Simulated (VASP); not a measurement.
# Li6CaN2 (P312) in VASP: single point with PBE

Aim: the single point of Li6CaN2 with PBE.

Program: VASP 6.6.1. These are calculated values, not measurements. Logs are shortened: lines on timing, memory, paths and dates and some standing lists are left out, and cuts for length are marked.

**1. The cell of the first run**

Symmetry: P312, No. 149, trigonal system. The conventional cell has a = 5.429 Å, b = 5.429 Å, c = 5.128 Å, α = 90.00°, β = 90.00°, γ = 120.00°. Within 2.8 Å of Li (site symmetry 1) lie 2 N at 1.97 to 2.08 Å and 6 Li at 2.44 to 2.75 Å. Ca (site symmetry 32) has 12 Li at 3.02 to 3.04 Å and 9 N at 3.13 to 4.05 Å within 4.1 Å. Within 2.6 Å of N (site symmetry 32) lie 6 Li at 1.97 Å. Within 2.8 Å of N (site symmetry 32) lie 6 Li at 2.08 Å.

The cell was built from a structure type or drawn by symmetry, and may not be a known phase.

**2. Single point, PBE**

The input, INCAR:

```
SYSTEM = Li6CaN2
PREC = Accurate
ENCUT = 520
EDIFF = 1E-7
ISMEAR = 0
SIGMA = 0.1
LREAL = .FALSE.
LASPH = .TRUE.
NELM = 80
ALGO = Normal
ISIF = 2
LWAVE = .FALSE.
LCHARG = .TRUE.
GGA = PE
LELF = .TRUE.
LVHAR = .TRUE.
NBANDS = 29
```

The input, KPOINTS:

```
regular mesh
0
G
  6 6 4
  0 0 0
```

The input, POSCAR:

```
Li6CaN2
1.0
    5.4291382537      0.0000000000      0.0000000000
   -2.7145691268      4.7017716483      0.0000000000
    0.0000000000      0.0000000000      5.1284434390
Li Ca N
6 1 2
Direct
    0.0039220438      0.5038982763      0.2621729250
    0.4961017237      0.5000237675      0.2621729250
    0.4999762325      0.9960779562      0.2621729250
    0.0039220438      0.5000237675      0.7378270750
    0.4999762325      0.5038982763      0.7378270750
    0.4961017237      0.9960779562      0.7378270750
    0.0000000000      0.0000000000      0.0000000000
    0.3333333333      0.6666666667      0.5000000000
    0.6666666667      0.3333333333      0.0000000000
```

Potentials or basis: VASP PAW PBE potentials, release 64 (Li_sv, Ca_sv, N).

Command:

```
$ cat potpaw_PBE.64/Li_sv/POTCAR potpaw_PBE.64/Ca_sv/POTCAR potpaw_PBE.64/N/POTCAR > POTCAR
$ mpirun -np 1 vasp_std > vasp.out
```

OUTCAR:

```text
SYSTEM = Li6CaN2
   PREC = Accurate
   ENCUT = 520
   EDIFF = 1E-7
   ISMEAR = 0
   LREAL = .FALSE.
   LASPH = .TRUE.
   NELM = 80
   ISIF = 2
   GGA = PE

 ion  position               nearest neighbor table
   1  0.004  0.504  0.262-   8 1.97   9 2.08   4 2.44
   2  0.496  0.500  0.262-   8 1.97   9 2.08   5 2.44
   3  0.500  0.996  0.262-   8 1.97   9 2.08   6 2.44
   4  0.004  0.500  0.738-   8 1.97   9 2.08   1 2.44
   5  0.500  0.504  0.738-   8 1.97   9 2.08   2 2.44
   6  0.496  0.996  0.738-   8 1.97   9 2.08   3 2.44
   7  0.000  0.000  0.000-
   8  0.333  0.667  0.500-   6 1.97   3 1.97   1 1.97   4 1.97   2 1.97   5 1.97
   9  0.667  0.333  0.000-   3 2.08   6 2.08   4 2.08   1 2.08   5 2.08   2 2.08

  LATTYP: Found a hexagonal cell.
 ALAT       =     5.4291382537
 C/A-ratio  =     0.9446146330

  Lattice vectors:

 A1 = (   5.4291382537,   0.0000000000,   0.0000000000)
 A2 = (  -2.7145691268,   4.7017716483,   0.0000000000)
 A3 = (   0.0000000000,   0.0000000000,   5.1284434390)

Analysis of symmetry for initial positions (statically):
=====================================================================
 Subroutine PRICEL returns:
 Original cell was already a primitive cell.

 Routine SETGRP: Setting up the symmetry group for a
 hexagonal supercell.

 Subroutine GETGRP returns: Found  6 space group operations
 (whereof  6 operations were pure point group operations)
 out of a pool of 24 trial point group operations.

The static configuration has the point symmetry D_3 .

Analysis of symmetry for dynamics (positions and initial velocities):
=====================================================================
 Subroutine PRICEL returns:
 Original cell was already a primitive cell.

 Routine SETGRP: Setting up the symmetry group for a
 hexagonal supercell.

 Subroutine GETGRP returns: Found  6 space group operations
 (whereof  6 operations were pure point group operations)
 out of a pool of 24 trial point group operations.

The dynamic configuration has the point symmetry D_3 .

 Subroutine INISYM returns: Found  6 space group operations
 (whereof  6 operations are pure point group operations),
 and found     1 'primitive' translations

----------------------------------------------------------------------------------------

                                     Primitive cell

  volume of cell :     130.9116

  direct lattice vectors                    reciprocal lattice vectors
     5.429138254  0.000000000  0.000000000     0.184191294  0.106342893  0.000000000
    -2.714569127  4.701771648  0.000000000     0.000000000  0.212685786  0.000000000
     0.000000000  0.000000000  5.128443439     0.000000000  0.000000000  0.194990939

  length of vectors
     5.429138254  5.429138254  5.128443439     0.212685786  0.212685786  0.194990939

  position of ions in fractional coordinates (direct lattice)
     0.003922044  0.503898276  0.262172925
     0.496101724  0.500023767  0.262172925
     0.499976233  0.996077956  0.262172925
     0.003922044  0.500023767  0.737827075
     0.499976233  0.503898276  0.737827075
     0.496101724  0.996077956  0.737827075
     0.000000000  0.000000000  0.000000000
     0.333333333  0.666666667  0.500000000
     0.666666667  0.333333333  0.000000000

  ion indices of the primitive-cell ions
   primitive index   ion index
                 1           1
                 2           2
                 3           3
                 4           4
                 5           5
                 6           6
                 7           7
                 8           8
                 9           9

----------------------------------------------------------------------------------------

 KPOINTS: regular mesh

Automatic generation of k-mesh.
 Grid dimensions read from file:
 generate k-points for:    6    6    4

 Generating k-lattice:

  Cartesian coordinates                     Fractional coordinates (reciprocal lattice)
     0.030698549  0.017723816  0.000000000     0.166666667  0.000000000  0.000000000
     0.000000000  0.035447631  0.000000000     0.000000000  0.166666667  0.000000000
     0.000000000  0.000000000  0.048747735     0.000000000  0.000000000  0.250000000

  Length of vectors
     0.035447631  0.035447631  0.048747735

  Shift w.r.t. Gamma in fractional coordinates (k-lattice)
     0.000000000  0.000000000  0.000000000

 Subroutine IBZKPT returns following result:
 ===========================================

 Found     24 irreducible k-points:

 Following reciprocal coordinates:
            Coordinates               Weight
  0.000000  0.000000  0.000000      1.000000
  0.166667  0.000000  0.000000      6.000000
  0.333333 -0.000000  0.000000      6.000000
  0.500000  0.000000  0.000000      3.000000
  0.166667  0.166667  0.000000      6.000000
  0.333333  0.166667  0.000000     12.000000
[... 16 lines left out ...]
  0.333333  0.166667  0.500000     12.000000
  0.333333  0.333333  0.500000      2.000000
   k-points           NKPTS =     24   k-points in BZ     NKDIM =     24   number of bands    NBANDS=     29
   number of dos      NEDOS =    301   number of ions     NIONS =      9
   total plane-waves  NPLWV =  64000
   dimension x,y,z NGX =    40 NGY =   40 NGZ =   40
   dimension x,y,z NGXF=    80 NGYF=   80 NGZF=   80
   ions per type =               6   1   2
   NGX,Y,Z   is equivalent  to a cutoff of  12.25, 12.25, 12.97 a.u.
   NGXF,Y,Z  is equivalent  to a cutoff of  24.50, 24.50, 25.93 a.u.
 SYSTEM =  Li6CaN2
   PREC   = accura    normal or accurate (medium, high low for compatibility)
   ISTART =      0    job   : 0-new  1-cont  2-samecut
   ICHARG =      2    charge: 1-file 2-atom 10-const
   ISPIN  =      1    spin polarized calculation?
   LNONCOLLINEAR =      F non collinear calculations
   LSORBIT =      F    spin-orbit coupling
   LASPH  =      T    aspherical Exc in radial PAW
   ENCUT  =  520.0 eV  38.22 Ry    6.18 a.u.  10.09 10.09  9.54*2*pi/ulx,y,z
   NELM   =     80;   NELMIN=  2; NELMDL= -5     # of ELM steps
   EDIFF  = 0.1E-06   stopping-criterion for ELM
   LREAL  =      F    real-space projection
   EDIFFG = 0.1E-05   stopping-criterion for IOM
   NSW    =      0    number of steps for IOM
   IBRION =     -1    ionic relax: 0-MD 1-quasi-New 2-CG
   NFREE  =      0    steps in history (QN), initial steepest desc. (CG)
   ISIF   =      2    stress and relaxation
   ISYM   =      2    0-nonsym 1-usesym 2-fastsym
   POTIM  = 0.5000    time-step for ionic-motion
   TEBEG  =    0.0;   TEEND  =   0.0 temperature during run
   PSTRESS=    0.0 pullay stress
   NELECT =      38.0000    total number of electrons
   NUPDOWN=      -1.0000    fix difference up-down
   EMIN   =  10.00;   EMAX   =-10.00  energy-range for DOS
   EFERMI =   0.00;   METHOD = LEGACY
   ISMEAR =     0;   SIGMA  =   0.10  broadening in eV -4-tet -1-fermi 0-gaus
   EFERMI_NEDOS =   21; number of points for ismear=-14 and -15
   IALGO  =     38    algorithm
   IMIX   =      4    mixing-type and parameters
     AMIX     =   0.40;   BMIX     =  1.00
     AMIX_MAG =   1.60;   BMIX_MAG =  1.00
  volume/ion in A,a.u.               =      14.55        98.16
  Fermi-wavevector in a.u.,A,eV,Ry     =   1.083952  2.048372 15.986190  1.174952
  Thomas-Fermi vector in A             =   2.220030
   LORBIT       =      0    0 simple, 1 ext, 2 COOP (PROOUT), +10 PAW based schemes
   GGA     = PE    functional components
   LHFCALC =     F    Hartree Fock is set to
   AEXX    =    0.0000 exact exchange contribution
   IVDW    =     0    specifies the selected vdW correction
   LEPSILON=     F    determine dielectric tensor
   LRPA    =     F    only Hartree local field effects (RPA)
 non-spin polarized calculation
 Gauss-broadening in eV      SIGMA  =   0.10
  energy-cutoff  :      520.00
  volume of cell :      130.91
 maximum number of plane-waves:      3541
   NGX = 21   NGY = 21   NGZ = 19

 number of electron      38.0000011 magnetization

 Free energy of the ion-electron system (eV)
  ---------------------------------------------------
  ext. energy  EPLUGINS =         0.00000000
  ---------------------------------------------------
  free energy    TOTEN  =       -31.08905334 eV

  energy without entropy =      -31.06916372  energy(sigma->0) =      -31.07910853

 E-fermi :   2.8481     XC(G=0):  -8.3764

 val. band max:        2.8260590448   @ k =   0.1667   0.0000   0.2500
 cond. band min:       2.9025567644   @ k =   0.5000   0.0000   0.0000
 fundamental gap:      0.0764977196
 Fermi energy:         2.8481445680

 k-point     1 :       0.0000    0.0000    0.0000
  band No.  band energies     occupation
      1     -43.1523      2.00000
      2     -43.1117      2.00000
      3     -43.1117      2.00000
      4     -43.1019      2.00000
      5     -43.0667      2.00000
      6     -43.0667      2.00000
[... 21 lines left out ...]
     28       7.0992      0.00000
     29       8.0777      0.00000

 k-point     2 :       0.1667    0.0000    0.0000
  band No.  band energies     occupation
      1     -43.1499      2.00000
      2     -43.1141      2.00000
      3     -43.1117      2.00000
      4     -43.1000      2.00000
      5     -43.0687      2.00000
      6     -43.0667      2.00000
[... 21 lines left out ...]
     28       6.7188      0.00000
     29       8.3225      0.00000

 k-point     3 :       0.3333   -0.0000    0.0000
  band No.  band energies     occupation
      1     -43.1439      2.00000
      2     -43.1201      2.00000
      3     -43.1117      2.00000
      4     -43.0947      2.00000
      5     -43.0741      2.00000
      6     -43.0668      2.00000
[... 21 lines left out ...]
     28       5.9972      0.00000
     29       7.6921      0.00000

 k-point     4 :       0.5000    0.0000    0.0000
  band No.  band energies     occupation
      1     -43.1391      2.00000
      2     -43.1249      2.00000
      3     -43.1118      2.00000
      4     -43.0906      2.00000
      5     -43.0782      2.00000
      6     -43.0667      2.00000
[... 21 lines left out ...]
     28       5.9011      0.00000
     29       7.2421      0.00000

 k-point     5 :       0.1667    0.1667    0.0000
  band No.  band energies     occupation
      1     -43.1456      2.00000
      2     -43.1183      2.00000
      3     -43.1117      2.00000
      4     -43.0962      2.00000
      5     -43.0725      2.00000
      6     -43.0667      2.00000
[... 21 lines left out ...]
     28       6.1914      0.00000
     29       7.8524      0.00000
[... 510 lines left out ...]
     28       6.5979      0.00000
     29       7.7920      0.00000

 k-point    22 :       0.1667    0.1667    0.5000
  band No.  band energies     occupation
      1     -43.1311      2.00000
      2     -43.1109      2.00000
      3     -43.1050      2.00000
      4     -43.0988      2.00000
      5     -43.0858      2.00000
      6     -43.0797      2.00000
[... 21 lines left out ...]
     28       6.3946      0.00000
     29       7.6318      0.00000

 k-point    23 :       0.3333    0.1667    0.5000
  band No.  band energies     occupation
      1     -43.1250      2.00000
      2     -43.1111      2.00000
      3     -43.1048      2.00000
      4     -43.0988      2.00000
      5     -43.0919      2.00000
      6     -43.0797      2.00000
[... 21 lines left out ...]
     28       6.4330      0.00000
     29       7.5243      0.00000

 k-point    24 :       0.3333    0.3333    0.5000
  band No.  band energies     occupation
      1     -43.1208      2.00000
      2     -43.1153      2.00000
      3     -43.1002      2.00000
      4     -43.0988      2.00000
      5     -43.0964      2.00000
      6     -43.0798      2.00000
[... 21 lines left out ...]
     28       6.3170      0.00000
     29       7.2799      0.00000

------------------------ aborting loop because EDIFF is reached ----------------------------------------

  FORCE on cell =-STRESS in cart. coord.  units (eV):
  Direction    XX          YY          ZZ          XY          YZ          ZX
  --------------------------------------------------------------------------------------
  -------------------------------------------------------------------------------------
  Total        0.2080634      0.2080634     -0.0403244      0.0000000      0.0000000     -0.0000000
  in kB        2.5464090      2.5464090     -0.4935156      0.0000000      0.0000000     -0.0000000
  external PRESSURE =       1.5331008 kB  Pullay stress =       0.0000000 kB

 VOLUME and BASIS-vectors are now :
 -----------------------------------------------------------------------------
  energy-cutoff  :      520.00
  volume of cell :      130.91
      direct lattice vectors                 reciprocal lattice vectors
     5.429138254  0.000000000  0.000000000     0.184191294  0.106342893  0.000000000
    -2.714569127  4.701771648  0.000000000     0.000000000  0.212685786  0.000000000
     0.000000000  0.000000000  5.128443439     0.000000000  0.000000000  0.194990939

 POSITION                                       TOTAL-FORCE (eV/Angst)
 -----------------------------------------------------------------------------------
     -1.34657      2.36921      1.34454        -0.004747     -0.019536     -0.020711
      1.33606      2.35100      1.34454         0.019292      0.005657     -0.020711
      0.01052      4.68333      1.34454        -0.014545      0.013879     -0.020711
     -1.33606      2.35100      3.78390        -0.019292      0.005657      0.020711
      1.34657      2.36921      3.78390         0.004747     -0.019536      0.020711
     -0.01052      4.68333      3.78390         0.014545      0.013879      0.020711
      0.00000      0.00000      0.00000         0.000000     -0.000000      0.000000
     -0.00000      3.13451      2.56422         0.000000     -0.000000      0.000000
      2.71457      1.56726      0.00000         0.000000     -0.000000      0.000000
 -----------------------------------------------------------------------------------
    total drift:                                0.000001     -0.000001     -0.000000

  FREE ENERGIE OF THE ION-ELECTRON SYSTEM (eV)
  ---------------------------------------------------
  free  energy   TOTEN  =       -31.0890533404 eV

  energy  without entropy=      -31.0691637202  energy(sigma->0) =      -31.07910853
```

It took 2 min on 1 thread of Intel Xeon Platinum 8375C at 2.90GHz (Ice Lake), shared host; peak memory 0.28 GiB.

What came out:

| Property | Result |
| --- | --- |
| Free energy | -31.0891 eV |
| Largest force | 0.029 eV/Å |
| Band gap on the k mesh | zero (bands 19 and 20 overlap by 1.74 eV) |

Forces on the atoms (eV/Å):
```
Li  -0.005 -0.020 -0.021
Li   0.019  0.006 -0.021
Li  -0.015  0.014 -0.021
Li  -0.019  0.006  0.021
Li   0.005 -0.020  0.021
Li   0.015  0.014  0.021
Ca   0.000  0.000  0.000
N    0.000  0.000  0.000
N    0.000  0.000  0.000
```

Caveat: the cutoff is under 1.25 times the usual one of these potentials, so pressure, stress and relaxed cells hold a basis-set (Pulay) error.
